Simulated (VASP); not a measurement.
# Zr (P6/mmm) in VASP: notebook

Zr is run at these levels: PBE; tasks: single point, relaxation of cell and atoms.

All numbers are computed with VASP 6.6.1; they aren't measurements. Logs are shortened: lines on timing, memory, paths and dates and some standing lists are left out, and cuts for length are marked.

### Step 1. The cell of the first run

It takes space group P6/mmm (No. 191, hexagonal). Conventional cell: a = 2.916 Å, b = 2.916 Å, c = 2.892 Å, α = 90.00°, β = 90.00°, γ = 120.00°. Within 3.8 Å of Zr (site symmetry 6/mmm) lie 8 Zr at 2.89 to 2.92 Å.

### Step 2. Single point, PBE

File INCAR:

```
SYSTEM = Zr
PREC = Accurate
ENCUT = 520
EDIFF = 1E-7
ISMEAR = -1
SIGMA = 0.05
LREAL = .FALSE.
LASPH = .TRUE.
NELM = 80
ALGO = Normal
ISIF = 2
LWAVE = .FALSE.
LCHARG = .FALSE.
GGA = PE
NBANDS = 12
```

File KPOINTS:

```
regular mesh
0
G
  15 15 14
  0 0 0
```

File POSCAR:

```
Zr
1.0
    2.9164336705      0.0000000000      0.0000000000
   -1.4582168352      2.5257056471      0.0000000000
    0.0000000000      0.0000000000      2.8919054738
Zr
1
Direct
    0.0000000000      0.0000000000      0.0000000000
```

Potentials or basis: VASP PAW PBE potentials, release 64 (Zr_sv).

Run with:

```sh
$ cat potpaw_PBE.64/Zr_sv/POTCAR > POTCAR
$ mpirun -np 1 vasp_std > vasp.out
```

OUTCAR:

```text
SYSTEM = Zr
   PREC = Accurate
   ENCUT = 520
   EDIFF = 1E-7
   ISMEAR = -1
   LREAL = .FALSE.
   LASPH = .TRUE.
   NELM = 80
   ISIF = 2
   GGA = PE

 ion  position               nearest neighbor table
   1  0.000  0.000  0.000-

  LATTYP: Found a hexagonal cell.
 ALAT       =     2.9164336705
 C/A-ratio  =     0.9915896607

  Lattice vectors:

 A1 = (   2.9164336705,   0.0000000000,   0.0000000000)
 A2 = (  -1.4582168352,   2.5257056471,   0.0000000000)
 A3 = (   0.0000000000,   0.0000000000,   2.8919054738)

Analysis of symmetry for initial positions (statically):
=====================================================================
 Subroutine PRICEL returns:
 Original cell was already a primitive cell.

 Routine SETGRP: Setting up the symmetry group for a
 hexagonal supercell.

 Subroutine GETGRP returns: Found 24 space group operations
 (whereof 24 operations were pure point group operations)
 out of a pool of 24 trial point group operations.

The static configuration has the point symmetry D_6h.

Analysis of symmetry for dynamics (positions and initial velocities):
=====================================================================
 Subroutine PRICEL returns:
 Original cell was already a primitive cell.

 Routine SETGRP: Setting up the symmetry group for a
 hexagonal supercell.

 Subroutine GETGRP returns: Found 24 space group operations
 (whereof 24 operations were pure point group operations)
 out of a pool of 24 trial point group operations.

The dynamic configuration has the point symmetry D_6h.

 Subroutine INISYM returns: Found 24 space group operations
 (whereof 24 operations are pure point group operations),
 and found     1 'primitive' translations

----------------------------------------------------------------------------------------

                                     Primitive cell

  volume of cell :      21.3019

  direct lattice vectors                    reciprocal lattice vectors
     2.916433671  0.000000000  0.000000000     0.342884534  0.197964478  0.000000000
    -1.458216835  2.525705647  0.000000000     0.000000000  0.395928956  0.000000000
     0.000000000  0.000000000  2.891905474     0.000000000  0.000000000  0.345792768

  length of vectors
     2.916433671  2.916433670  2.891905474     0.395928956  0.395928956  0.345792768

  position of ions in fractional coordinates (direct lattice)
     0.000000000  0.000000000  0.000000000

  ion indices of the primitive-cell ions
   primitive index   ion index
                 1           1

----------------------------------------------------------------------------------------

 KPOINTS: regular mesh

Automatic generation of k-mesh.
 Grid dimensions read from file:
 generate k-points for:   15   15   14

 Generating k-lattice:

  Cartesian coordinates                     Fractional coordinates (reciprocal lattice)
     0.022858969  0.013197632  0.000000000     0.066666667  0.000000000  0.000000000
     0.000000000  0.026395264  0.000000000     0.000000000  0.066666667  0.000000000
     0.000000000  0.000000000  0.024699483     0.000000000  0.000000000  0.071428571

  Length of vectors
     0.026395264  0.026395264  0.024699483

  Shift w.r.t. Gamma in fractional coordinates (k-lattice)
     0.000000000  0.000000000  0.000000000

 Subroutine IBZKPT returns following result:
 ===========================================

 Found    216 irreducible k-points:

 Following reciprocal coordinates:
            Coordinates               Weight
  0.000000  0.000000  0.000000      1.000000
  0.066667 -0.000000  0.000000      6.000000
  0.133333  0.000000  0.000000      6.000000
  0.200000  0.000000  0.000000      6.000000
  0.266667  0.000000  0.000000      6.000000
  0.333333  0.000000  0.000000      6.000000
[... 16 lines left out ...]
  0.333333  0.200000  0.000000     12.000000
  0.400000  0.200000  0.000000      6.000000
 [... further k-points ...]
   k-points           NKPTS =    216   k-points in BZ     NKDIM =    216   number of bands    NBANDS=     12
   number of dos      NEDOS =    301   number of ions     NIONS =      1
   total plane-waves  NPLWV =  13824
   dimension x,y,z NGX =    24 NGY =   24 NGZ =   24
   dimension x,y,z NGXF=    48 NGYF=   48 NGZF=   48
   ions per type =               1
   NGX,Y,Z   is equivalent  to a cutoff of  13.68, 13.68, 13.80 a.u.
   NGXF,Y,Z  is equivalent  to a cutoff of  27.36, 27.36, 27.59 a.u.
 SYSTEM =  Zr
   PREC   = accura    normal or accurate (medium, high low for compatibility)
   ISTART =      0    job   : 0-new  1-cont  2-samecut
   ICHARG =      2    charge: 1-file 2-atom 10-const
   ISPIN  =      1    spin polarized calculation?
   LNONCOLLINEAR =      F non collinear calculations
   LSORBIT =      F    spin-orbit coupling
   LASPH  =      T    aspherical Exc in radial PAW
   ENCUT  =  520.0 eV  38.22 Ry    6.18 a.u.   5.42  5.42  5.38*2*pi/ulx,y,z
   NELM   =     80;   NELMIN=  2; NELMDL= -5     # of ELM steps
   EDIFF  = 0.1E-06   stopping-criterion for ELM
   LREAL  =      F    real-space projection
   EDIFFG = 0.1E-05   stopping-criterion for IOM
   NSW    =      0    number of steps for IOM
   IBRION =     -1    ionic relax: 0-MD 1-quasi-New 2-CG
   NFREE  =      0    steps in history (QN), initial steepest desc. (CG)
   ISIF   =      2    stress and relaxation
   ISYM   =      2    0-nonsym 1-usesym 2-fastsym
   POTIM  = 0.5000    time-step for ionic-motion
   TEBEG  =    0.0;   TEEND  =   0.0 temperature during run
   PSTRESS=    0.0 pullay stress
   NELECT =      12.0000    total number of electrons
   NUPDOWN=      -1.0000    fix difference up-down
   EMIN   =  10.00;   EMAX   =-10.00  energy-range for DOS
   EFERMI =   0.00;   METHOD = LEGACY
   ISMEAR =    -1;   SIGMA  =   0.05  broadening in eV -4-tet -1-fermi 0-gaus
   EFERMI_NEDOS =   21; number of points for ismear=-14 and -15
   IALGO  =     38    algorithm
   IMIX   =      4    mixing-type and parameters
     AMIX     =   0.40;   BMIX     =  1.00
     AMIX_MAG =   1.60;   BMIX_MAG =  1.00
  volume/ion in A,a.u.               =      21.30       143.75
  Fermi-wavevector in a.u.,A,eV,Ry     =   1.352059  2.555021 24.872310  1.828063
  Thomas-Fermi vector in A             =   2.479429
   LORBIT       =      0    0 simple, 1 ext, 2 COOP (PROOUT), +10 PAW based schemes
   GGA     = PE    functional components
[... 5 lines left out ...]
 non-spin polarized calculation
  energy-cutoff  :      520.00
  volume of cell :       21.30
 maximum number of plane-waves:       599
 NGX is ok and might be reduce to    24
   NGX = 11   NGY = 11   NGZ = 11

 number of electron      12.0000000 magnetization

 Free energy of the ion-electron system (eV)
  ---------------------------------------------------
  ext. energy  EPLUGINS =         0.00000000
  ---------------------------------------------------
  free energy    TOTEN  =        -8.07616645 eV

  energy without entropy =       -8.07073464  energy(sigma->0) =       -8.07345055

 E-fermi :   9.5992     XC(G=0): -11.4414

 val. band max:        9.5687111326   @ k =   0.0667   0.0667   0.3571
 cond. band min:       9.6527782840   @ k =   0.2000   0.0667   0.0000
 fundamental gap:      0.0840671514
 Fermi energy:         9.5992457351

 k-point     1 :       0.0000    0.0000    0.0000
  band No.  band energies     occupation
      1     -38.8306      2.00000
      2     -16.2345      2.00000
      3     -15.9642      2.00000
      4     -15.9642      2.00000
      5       4.3571      2.00000
      6       7.6971      2.00000
      7      10.9774      0.00000
      8      10.9774      0.00000
      9      15.9924      0.00000
     10      15.9924      0.00000
     11      21.1755      0.00000
     12      22.3495      0.00000

 k-point     2 :       0.0667   -0.0000    0.0000
  band No.  band energies     occupation
      1     -38.8188      2.00000
      2     -16.2254      2.00000
      3     -16.0449      2.00000
      4     -15.9815      2.00000
      5       4.5205      2.00000
      6       7.7877      2.00000
      7      10.7618      0.00000
      8      11.1397      0.00000
      9      15.6793      0.00000
     10      15.9512      0.00000
     11      21.6252      0.00000
     12      22.7896      0.00000

 k-point     3 :       0.1333    0.0000    0.0000
  band No.  band energies     occupation
      1     -38.7853      2.00000
      2     -16.2690      2.00000
      3     -16.1995      2.00000
      4     -16.0303      2.00000
      5       4.9741      2.00000
      6       8.0384      2.00000
      7      10.2644      0.00000
      8      11.6183      0.00000
      9      14.9472      0.00000
     10      15.8369      0.00000
     11      22.7950      0.00000
     12      23.8783      0.00000
[... 286 lines left out ...]
 k-point    23 :       0.3333    0.2000    0.0000
  band No.  band energies     occupation
      1     -38.5372      2.00000
      2     -17.4359      2.00000
      3     -16.7085      2.00000
      4     -16.0103      2.00000
      5       8.0037      2.00000
      6       9.0019      1.99999
      7      10.3120      0.00000
      8      12.4342      0.00000
      9      14.1298      0.00000
     10      16.9921      0.00000
     11      19.9050      0.00000
     12      20.3800      0.00000

 k-point    24 :       0.4000    0.2000    0.0000
  band No.  band energies     occupation
      1     -38.5270      2.00000
      2     -17.4682      2.00000
      3     -16.7476      2.00000
      4     -16.0026      2.00000
      5       7.9638      2.00000
      6       9.1725      1.99961
      7      10.5109      0.00000
      8      12.3853      0.00000
      9      14.0354      0.00000
     10      17.3704      0.00000
     11      19.4219      0.00000
     12      20.0903      0.00000

 [... further k-points ...]
[... 5 lines left out ...]
  --------------------------------------------------------------------------------------
  -------------------------------------------------------------------------------------
  Total        1.4709566      1.4709566      1.4691693      0.0000000     -0.0000000      0.0000000
  in kB      110.6347339    110.6347339    110.5003074      0.0000000     -0.0000000      0.0000000
  external PRESSURE =     110.5899251 kB  Pullay stress =       0.0000000 kB

 VOLUME and BASIS-vectors are now :
 -----------------------------------------------------------------------------
  energy-cutoff  :      520.00
  volume of cell :       21.30
      direct lattice vectors                 reciprocal lattice vectors
     2.916433671  0.000000000  0.000000000     0.342884534  0.197964478  0.000000000
    -1.458216835  2.525705647  0.000000000     0.000000000  0.395928956  0.000000000
     0.000000000  0.000000000  2.891905474     0.000000000  0.000000000  0.345792768

 POSITION                                       TOTAL-FORCE (eV/Angst)
 -----------------------------------------------------------------------------------
      0.00000      0.00000      0.00000         0.000000      0.000000      0.000000
 -----------------------------------------------------------------------------------
    total drift:                                0.000000     -0.000000      0.000000

  FREE ENERGIE OF THE ION-ELECTRON SYSTEM (eV)
  ---------------------------------------------------
  free  energy   TOTEN  =        -8.0761664494 eV

  energy  without entropy=       -8.0707346421  energy(sigma->0) =       -8.07345055
```

Run time: 26 s. Hardware: 1 thread of AMD EPYC 9R45 (Zen 5), shared host; peak memory 0.14 GiB.

What came out:

* Free energy: -8.0762 eV
* Pressure: 11.1 GPa
* Band gap on the k mesh: zero (band 6 reaches 9.97 eV, above the bottom of band 7 at 9.35 eV)

(Part 1 of 2 ends here.)
